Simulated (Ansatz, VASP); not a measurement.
InSb in VASP and in Ansatz

```xyz
2
Lattice="0.0000 3.2599 3.2599 3.2599 0.0000 3.2599 3.2599 3.2599 0.0000" Properties=species:S:1:pos:R:3 pbc="T T T"
In    0.0000    0.0000    0.0000
Sb    1.6299    1.6299    1.6299
```

Alike in both runs: functional PBEsol; k mesh 14 × 14 × 14; occupations gaussian, width 0.1 eV; no spin polarisation.

Ansatz relaxed the structure, and its values are those at the end. VASP's run is a single point on that final structure, the one shown.

|  | VASP | Ansatz |
| --- | --- | --- |
| version | VASP 6.6.1 | Ansatz 0.2.0 |
| potentials or method | VASP PAW PBE potentials, release 64 (In_d, Sb), cutoff 500 eV | scalar-relativistic, plane waves, PAW |
| valence electrons in the cell | 18 | 28 |

|  | VASP | Ansatz | Ansatz less VASP |
| --- | --- | --- | --- |
| gap on the k mesh at the Fermi level (eV) | none | none | - |
| pressure (GPa) | 0.0 | 0.0 | -0.02 |

VASP's potentials were made for PBE, not for PBEsol. A gap of «none» marks a metal or a gap that the smearing closes. The functional is the same, so the differences come from potentials, cutoffs and numerics. VASP's potentials hold 18 valence electrons a cell and Ansatz's 28, so a difference there can come from the potentials and not from the codes.

Spin-orbit coupling is off throughout.
